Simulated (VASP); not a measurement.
# AgRh: relaxation of cell and atoms with r2SCAN

AgRh:

```
Ag Rh
1.0
     2.77759    0.00000    0.00000
    -1.38879    2.40546    0.00000
     0.00000    0.00000    4.80860
Ag Rh
1 1
Direct
  0.00000 0.00000 0.50000
  0.66667 0.33333 0.00000
```

```
Program                : VASP 6.6.1
Task                   : relaxation of cell and atoms
Functional             : r2SCAN
Potentials or basis    : VASP PAW PBE potentials, release 64 (Ag, Rh_pv)
Cutoff                 : 600 eV
k mesh                 : 12 × 12 × 6
Occupations            : methfessel-paxton, width 0.15 eV
Spin                   : no spin polarisation
Dipole correction      : no
Further INCAR settings : ALGO = Normal; EDIFF = 1e-07; IBRION = 2; EDIFFG = -0.01; NSW = 80; ISIF = 3
```

The relaxed volume is 15.44 Å³/atom and the relaxed cell is a = 2.743 Å, b = 2.743 Å, c = 4.737 Å, α = 90.00°, β = 90.00°, γ = 120.00°. The space group after relaxing (to 0.1 Å) is P-6m2 (No. 187), the energy gained by relaxing is 12.5 meV/atom and the ionic steps are 6. The pressure after relaxing is 0.1 GPa and the band gap on the k mesh is zero (bands 13 and 14 overlap by 1.44 eV).

Step by step:
```tsv
step	energy change (eV)	largest force (eV/Å)	pressure (GPa)	volume (Å³)
1	0.0000	0.0000	-6.18	32.13
2	0.0247	0.0000	10.61	29.33
3	-0.0247	0.0000	-0.09	30.92
4	-0.0247	0.0000	0.05	30.89
5	-0.0249	0.0000	0.07	30.88
6	-0.0249	0.0000	0.07	30.88
```

Final structure:
```cif
data_structure
_symmetry_space_group_name_H-M 'P 1'
_symmetry_Int_Tables_number 1
_cell_length_a 2.7435
_cell_length_b 2.7435
_cell_length_c 4.7369
_cell_angle_alpha 90.000
_cell_angle_beta 90.000
_cell_angle_gamma 120.000
_cell_volume 30.88
loop_
_atom_site_label
_atom_site_type_symbol
_atom_site_fract_x
_atom_site_fract_y
_atom_site_fract_z
_atom_site_occupancy
Ag1 Ag 0.00000 0.00000 0.50000 1
Rh1 Rh 0.66667 0.33333 0.00000 1
```

Levels at points of the mesh, in eV from the Fermi level:
| k point | band 10 | band 11 | band 12 | band 13 | band 14 | band 15 | band 16 | band 17 |
| --- | --- | --- | --- | --- | --- | --- | --- | --- |
| (0.00, 0.00, 0.00) | -3.43 | -2.07 | -2.07 | 0.08 | 0.08 | 0.25 | 5.89 | 17.40 |
| (0.50, 0.00, 0.00) | -2.47 | -1.73 | -0.16 | 1.12 | 1.99 | 4.36 | 9.06 | 9.31 |
| (0.00, 0.00, 0.50) | -3.52 | -2.69 | -1.85 | -1.85 | 0.04 | 0.04 | 12.38 | 13.50 |
| (0.50, 0.00, 0.50) | -1.94 | -0.70 | -0.20 | 1.12 | 1.90 | 2.62 | 7.08 | 8.59 |

It took 10 min on 1 thread of AMD EPYC 9R45 96-Core Processor (Zen 5), with other jobs on the host, peak memory 0.19 GiB.

Caveat: the PAW data sets were made with another functional, which shifts forces and pressure a little.
